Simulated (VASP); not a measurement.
# Mo3S in VASP: single point with PBE

Aim: the single point of Mo3S with PBE.

All numbers are computed with VASP 6.6.1; they aren't measurements. Logs are shortened: lines on timing, memory, paths and dates and some standing lists are left out, and cuts for length are marked.

### 1 The cell of the first run

The cell holds a slab with vacuum, 4 atoms: a = 2.737 Å, b = 2.737 Å, c = 19.808 Å, α = 90.00°, β = 90.00°, γ = 109.47°.

### 2 Single point, PBE

Contents of INCAR:

```
  PREC = Accurate
  ENCUT = 520
  EDIFF = 1E-6
  ISMEAR = 0
  SIGMA = 0.1
  LREAL = False
  LASPH = True
  NELM = 100
  ALGO = Normal
  ISIF = 2
  LWAVE = False
  LCHARG = True
  LDIPOL = True
  IDIPOL = 3
  DIPOL = 0.5 0.5 0.362
  GGA = PE
  LELF = True
  LVHAR = True
  LVACPOTAV = True
  NBANDS = 32
```

Contents of KPOINTS:

```
regular mesh
0
Gamma
  10 10 1
```

Contents of POSCAR:

```
Mo3S
1.0
    2.7370454664      0.0000000000      0.0000000000
   -0.9123484888      2.5805112129      0.0000000000
    0.0000000000      0.0000000000     19.8082440452
Mo S
3 1
Direct
    0.5000000000      0.5000000000      0.2019361227
    0.0000000000      0.0000000000      0.3106875856
    0.5000000000      0.5000000000      0.4194336472
    0.5000000000      1.0000000000      0.5162890283
```

Potentials or basis: VASP PAW PBE potentials, release 64 (Mo_sv, S).

On the command line:

```console
$ cat potpaw_PBE.64/Mo_sv/POTCAR potpaw_PBE.64/S/POTCAR > POTCAR
$ mpirun -np 1 vasp_std > vasp.out
```

OUTCAR:

```text
PREC = Accurate
   ENCUT = 520
   EDIFF = 1E-6
   ISMEAR = 0
   LREAL = False
   LASPH = True
   NELM = 100
   ISIF = 2
   GGA = PE

 ion  position               nearest neighbor table
   1  0.500  0.500  0.202-   2 2.67   2 2.67   2 3.10   2 3.10
   2  0.000  0.000  0.311-   3 2.67   3 2.67   1 2.67   1 2.67   3 3.10   3 3.10   1 3.10   1 3.10

   3  0.500  0.500  0.419-   4 2.36   4 2.36   2 2.67   2 2.67   2 3.10   2 3.10
   4  0.500  0.000  0.516-   3 2.36   3 2.36

  LATTYP: Found a base centered orthorhombic cell.
 ALAT       =     3.1604678736
 B/A-ratio  =     1.4142135624
 C/A-ratio  =     6.2675036854

  Lattice vectors:

 A1 = (   2.7370454664,   0.0000000000,   0.0000000000)
 A2 = (  -0.9123484888,   2.5805112129,   0.0000000000)
 A3 = (   0.0000000000,   0.0000000000,  19.8082440452)

Analysis of symmetry for initial positions (statically):
=====================================================================
 Subroutine PRICEL returns:
 Original cell was already a primitive cell.

 Routine SETGRP: Setting up the symmetry group for a
 base centered orthorhombic supercell.

 Subroutine GETGRP returns: Found  2 space group operations
 (whereof  2 operations were pure point group operations)
 out of a pool of  8 trial point group operations.

The static configuration has the point symmetry C_2 .

Analysis of symmetry for dynamics (positions and initial velocities):
=====================================================================
 Subroutine PRICEL returns:
 Original cell was already a primitive cell.

 Routine SETGRP: Setting up the symmetry group for a
 base centered orthorhombic supercell.

 Subroutine GETGRP returns: Found  2 space group operations
 (whereof  2 operations were pure point group operations)
 out of a pool of  8 trial point group operations.

The dynamic configuration has the point symmetry C_2 .

 Subroutine INISYM returns: Found  2 space group operations
 (whereof  2 operations are pure point group operations),
 and found     1 'primitive' translations

----------------------------------------------------------------------------------------

                                     Primitive cell

  volume of cell :     139.9052

  direct lattice vectors                    reciprocal lattice vectors
     2.737045466  0.000000000  0.000000000     0.365357467  0.129173371  0.000000000
    -0.912348489  2.580511213  0.000000000     0.000000000  0.387520114  0.000000000
     0.000000000  0.000000000 19.808244045     0.000000000  0.000000000  0.050484031

  length of vectors
     2.737045466  2.737045466 19.808244045     0.387520114  0.387520114  0.050484031
[... 92 lines left out ...]
   ISYM   =      2    0-nonsym 1-usesym 2-fastsym
   POTIM  = 0.5000    time-step for ionic-motion
   TEBEG  =    0.0;   TEEND  =   0.0 temperature during run
   PSTRESS=    0.0 pullay stress
   NELECT =      48.0000    total number of electrons
   NUPDOWN=      -1.0000    fix difference up-down
   EMIN   =  10.00;   EMAX   =-10.00  energy-range for DOS
   EFERMI =   0.00;   METHOD = LEGACY
   ISMEAR =     0;   SIGMA  =   0.10  broadening in eV -4-tet -1-fermi 0-gaus
   EFERMI_NEDOS =   21; number of points for ismear=-14 and -15
   IALGO  =     38    algorithm
   IMIX   =      4    mixing-type and parameters
     AMIX     =   0.40;   BMIX     =  1.00
     AMIX_MAG =   1.60;   BMIX_MAG =  1.00
  volume/ion in A,a.u.               =      34.98       236.03
  Fermi-wavevector in a.u.,A,eV,Ry     =   1.146069  2.165756 17.870892  1.313474
  Thomas-Fermi vector in A             =   2.282755
   LORBIT       =      0    0 simple, 1 ext, 2 COOP (PROOUT), +10 PAW based schemes
   GGA     = PE    functional components
   LHFCALC =     F    Hartree Fock is set to
   AEXX    =    0.0000 exact exchange contribution
   IVDW    =     0    specifies the selected vdW correction
   LEPSILON=     F    determine dielectric tensor
   LRPA    =     F    only Hartree local field effects (RPA)
 non-spin polarized calculation
 Gauss-broadening in eV      SIGMA  =   0.10
  energy-cutoff  :      520.00
  volume of cell :      139.91
 maximum number of plane-waves:      3806
   NGX = 11   NGY = 11   NGZ = 73

 dipolmoment           0.000000      0.000000     -0.001188 electrons x Angstroem

 number of electron      47.9999993 magnetization

 dipolmoment           0.000000      0.000000      0.014056 electrons x Angstroem

 Free energy of the ion-electron system (eV)
  ---------------------------------------------------
  ext. energy  EPLUGINS =         0.00000000
  ---------------------------------------------------
  free energy    TOTEN  =       -35.41564980 eV

  energy without entropy =      -35.39402384  energy(sigma->0) =      -35.40483682

 E-fermi :   2.4794     XC(G=0):  -6.4822

 val. band max:        2.4721563460   @ k =   0.1000   0.5000   0.0000
 cond. band min:       2.4798157789   @ k =   0.2000   0.3000   0.0000
 fundamental gap:      0.0076594328
 Fermi energy:         2.4793961973

 k-point     1 :       0.0000    0.0000    0.0000
  band No.  band energies     occupation
      1     -58.7493      2.00000
      2     -58.6010      2.00000
      3     -58.4608      2.00000
      4     -33.3331      2.00000
      5     -32.7734      2.00000
      6     -32.4914      2.00000
[... 829 lines left out ...]
     31       4.7749      0.00000
     32       5.1935      0.00000

 [... further k-points ...]

------------------------ aborting loop because EDIFF is reached ----------------------------------------

  FORCE on cell =-STRESS in cart. coord.  units (eV):
  Direction    XX          YY          ZZ          XY          YZ          ZX
  --------------------------------------------------------------------------------------
  -------------------------------------------------------------------------------------
  Total        0.6887687      5.0145882      1.4047308     -0.7568249      0.0000000      0.0000000
  in kB        7.8876974     57.4264692     16.0868110     -8.6670686      0.0000000      0.0000000
  external PRESSURE =      27.1336592 kB  Pullay stress =       0.0000000 kB

 VOLUME and BASIS-vectors are now :
 -----------------------------------------------------------------------------
  energy-cutoff  :      520.00
  volume of cell :      139.91
      direct lattice vectors                 reciprocal lattice vectors
     2.737045466  0.000000000  0.000000000     0.365357467  0.129173371  0.000000000
    -0.912348489  2.580511213  0.000000000     0.000000000  0.387520114  0.000000000
     0.000000000  0.000000000 19.808244045     0.000000000  0.000000000  0.050484031

 POSITION                                       TOTAL-FORCE (eV/Angst)
 -----------------------------------------------------------------------------------
      0.91235      1.29026      4.00000         0.000000      0.000000      0.005032
      0.00000      0.00000      6.15418         0.000000      0.000000     -0.680970
      0.91235      1.29026      8.30824         0.000000      0.000000      0.683821
      1.36852      0.00000     10.22678        -0.000000      0.000000     -0.007884
 -----------------------------------------------------------------------------------
    total drift:                               -0.000000     -0.000000      0.000218

  FREE ENERGIE OF THE ION-ELECTRON SYSTEM (eV)
  ---------------------------------------------------
  free  energy   TOTEN  =       -35.4156498007 eV

  energy  without entropy=      -35.3940238417  energy(sigma->0) =      -35.40483682

 vacuum level on the upper side and lower side of the slab         7.452         7.091
```

OSZICAR:

```text
N       E                     dE             d eps       ncg     rms          rms(c)
DAV:   1     0.481263750935E+03    0.48126E+03   -0.29548E+04  4096   0.137E+03
DAV:   2    -0.209614452536E+02   -0.50223E+03   -0.48491E+03  4000   0.408E+02
DAV:   3    -0.374005875232E+02   -0.16439E+02   -0.15650E+02  4304   0.678E+01
[... 20 lines left out ...]
DAV:  24    -0.354156284953E+02   -0.19131E-04   -0.15522E-06  2776   0.729E-03    0.343E-03
DAV:  25    -0.354156432209E+02   -0.14726E-04   -0.75972E-07  2592   0.382E-03    0.253E-03
DAV:  26    -0.354156482697E+02   -0.50488E-05   -0.32836E-07  2480   0.310E-03    0.229E-03
DAV:  27    -0.354156496286E+02   -0.13590E-05   -0.11524E-07  2008   0.139E-03    0.140E-03
DAV:  28    -0.354156498007E+02   -0.17206E-06   -0.71377E-08  1888   0.130E-03
   1 F= -.35415650E+02 E0= -.35404837E+02  d E =-.216260E-01
```

stdout:

```text
POSCAR found type information on POSCAR MoS
 POSCAR found :  2 types and       4 ions
 scaLAPACK will be used
 LDA part: xc-table for (Slater+PW92), standard interpolation
 POSCAR, INCAR and KPOINTS ok, starting setup
 FFT: planning ... GRIDC
 FFT: planning ... GRID_SOFT
 FFT: planning ... GRID
 WAVECAR not read
 entering main loop
 -----------------------------------------------------------------------------
|                                                                             |
|           W    W    AA    RRRRR   N    N  II  N    N   GGGG   !!!           |
|           W    W   A  A   R    R  NN   N  II  NN   N  G    G  !!!           |
|           W    W  A    A  R    R  N N  N  II  N N  N  G       !!!           |
|           W WW W  AAAAAA  RRRRR   N  N N  II  N  N N  G  GGG   !            |
|           WW  WW  A    A  R   R   N   NN  II  N   NN  G    G                |
|           W    W  A    A  R    R  N    N  II  N    N   GGGG   !!!           |
|                                                                             |
|     Did not find any points to average over, which means that no vacuum     |
|     field-free region was found. Please increase the size of  your cell     |
|     in the dimension of the dipole correction to obtain accurate            |
|     workfunction values.                                                    |
|                                                                             |
 -----------------------------------------------------------------------------
```

Run time: 3.7 min. Hardware: 1 thread of Intel Xeon Platinum 8488C (Sapphire Rapids), shared host; peak memory 0.35 GiB.

What came out:

| Property | Result |
| --- | --- |
| Free energy | -35.4156 eV |
| Largest force | 0.684 eV/Å |
| Band gap on the k mesh | zero (bands 24 and 25 overlap by 1.76 eV) |

Forces on the atoms (eV/Å):
```
Mo   0.000  0.000  0.005
Mo   0.000  0.000 -0.681
Mo   0.000  0.000  0.684
S    0.000  0.000 -0.008
```

Levels at points of the mesh, in eV from the Fermi level:
```
           k point  band 21  band 22  band 23  band 24  band 25  band 26  band 27  band 28
(0.00, 0.00, 0.00)    -1.27    -1.19    -1.01    -0.23     0.71     0.86     1.09     1.35
(0.50, 0.00, 0.00)    -1.95    -0.87    -0.59     0.56     1.51     1.66     2.09     2.09
(0.00, 0.50, 0.00)    -1.36    -0.86     1.10     1.24     1.28     1.58     1.68     1.91
(0.50, 0.50, 0.00)    -1.94    -1.63    -0.55     1.02     1.51     1.67     2.34     2.94
```
